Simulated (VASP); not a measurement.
Eu: single point with PBE

The system is Eu.

```
CELL_PARAMETERS angstrom
-2.13098 2.13098 2.13098
2.13098 -2.13098 2.13098
2.13098 2.13098 -2.13098
ATOMIC_POSITIONS crystal
Eu 0.00000 0.00000 0.00000
```

```yaml
Program: VASP 6.6.1
Task: single point
Functional: PBE
Potentials_or_basis: VASP PAW PBE potentials, release 64 (Eu)
Cutoff: 520 eV
k_mesh: 14 × 14 × 14
Occupations: gaussian, width 0.05 eV
Spin: collinear spin, ferromagnetic start
Starting_moments: "[7.68] μB"
```

```json
{
 "Pressure": "1.1 GPa",
 "Net moment": "7.21 μB per cell",
 "Site moments": "Eu +6.65 μB",
 "Valence electrons inside the program's atomic spheres": "Eu 14.75"
}
```

Levels at points of the mesh, in eV from the Fermi level:
Spin up:
| k point | band 9 | band 10 | band 11 | band 12 | band 13 | band 14 | band 15 | band 16 |
| --- | --- | --- | --- | --- | --- | --- | --- | --- |
| (0.00, 0.00, 0.00) | -0.34 | -0.34 | -0.34 | -0.30 | 1.90 | 1.90 | 1.90 | 3.78 |
| (0.50, 0.00, 0.00) | -0.36 | -0.35 | -0.34 | -0.32 | 0.38 | 1.14 | 3.71 | 4.48 |
| (0.50, 0.50, 0.50) | -0.48 | -0.48 | -0.29 | -0.29 | -0.29 | 5.58 | 5.58 | 5.58 |
Spin down:
```
           k point  band 2  band 3  band 4  band 5  band 6  band 7  band 8  band 9
(0.00, 0.00, 0.00)  -17.73  -17.73  -17.73   -3.70    2.91    2.91    2.91    3.94
(0.50, 0.00, 0.00)  -18.45  -17.96  -17.74   -1.03    1.28    1.86    3.87    4.23
(0.50, 0.50, 0.50)  -18.22  -18.22  -18.22   -0.51   -0.51    4.00    4.00    4.00
```

It took 6.4 min on 1 thread of Oxide Virtual Turin-like Processor (shared host), peak memory 0.24 GiB.

Caveat: spin-orbit coupling is left out, which moves the levels of the heavy elements; semilocal functionals describe open f shells poorly, which spoils levels, moments and volumes. The state reached can hang on the start; a lower one may exist.
